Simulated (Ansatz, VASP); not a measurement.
**Os in VASP and in Ansatz**

```
CELL_PARAMETERS angstrom
2.75451 0.00000 0.00000
-1.37725 2.38547 0.00000
0.00000 0.00000 4.34942
ATOMIC_POSITIONS crystal
Os 0.33333 0.66667 0.25000
Os 0.66667 0.33333 0.75000
```

Alike in both runs: functional PBE; k mesh 18 × 18 × 10; occupations fermi-dirac, width 0.15 eV; no spin polarisation.

Ansatz relaxed the structure, and its values are those at the end. VASP's run is a single point on that final structure, the one shown.

|  | VASP | Ansatz |
| --- | --- | --- |
| version | VASP 6.6.1 | Ansatz 0.2.0 |
| potentials or method | VASP PAW PBE potentials, release 64 (Os), cutoff 520 eV | scalar-relativistic, plane waves, PAW |
| valence electrons in the cell | 16 | 32 |

Ansatz gave:

| Property | Result |
| --- | --- |
| gap on the k mesh at the Fermi level (eV) | none |
| pressure (GPa) | 0.0 |

Q: What did VASP give for the same quantities?

A: gap on the k mesh at the Fermi level (eV): none; pressure (GPa): -0.2.

A gap of «none» marks a metal or a gap that the smearing closes. VASP's potentials hold 16 valence electrons a cell and Ansatz's 32, so a difference there can come from the potentials and not from the codes.

Spin-orbit coupling is off throughout.
